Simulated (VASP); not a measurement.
Input of a VASP 6.6.1 run:

The input INCAR:

```
PREC = Accurate ; ENCUT = 500
EDIFF = 1E-6 ; ISMEAR = 0
SIGMA = 0.02 ; LREAL = False
LASPH = True ; NELM = 200
ALGO = Normal ; ISIF = 2
LWAVE = False ; LCHARG = False
MAGMOM = 0 0 0 0 0 0 ; LORBIT = 11
LSORBIT = True ; GGA_COMPAT = False
LORBMOM = True ; GGA = RE
NBANDS = 32
```

The input KPOINTS:

```
regular mesh
0
Gamma
  10 10 10
```

File POSCAR:

```
SnSe
1.0
    0.0000000000      3.0100000000      3.0100000000
    3.0100000000      0.0000000000      3.0100000000
    3.0100000000      3.0100000000      0.0000000000
Sn Se
1 1
Direct
    0.0000000000      0.0000000000      0.0000000000
    0.5000000000      0.5000000000      0.5000000000
```

Potentials or basis: VASP PAW PBE potentials, release 64 (Sn_d, Se).

The run is started by

```console
$ cat potpaw_PBE.64/Sn_d/POTCAR potpaw_PBE.64/Se/POTCAR > POTCAR
$ mpirun -np 1 vasp_ncl > vasp.out
```

Task: What does it give for the pressure?

Result: 2.2 GPa.

Task: What does it give for the net moment?

Result: 0.00 μB per cell.

Moments on the atoms (μB; x, y, z):
```
Sn  0.00 0.00 0.00
Se  0.00 0.00 0.00
```

Caveat: the PAW data sets were made with another functional, which shifts forces and pressure a little.
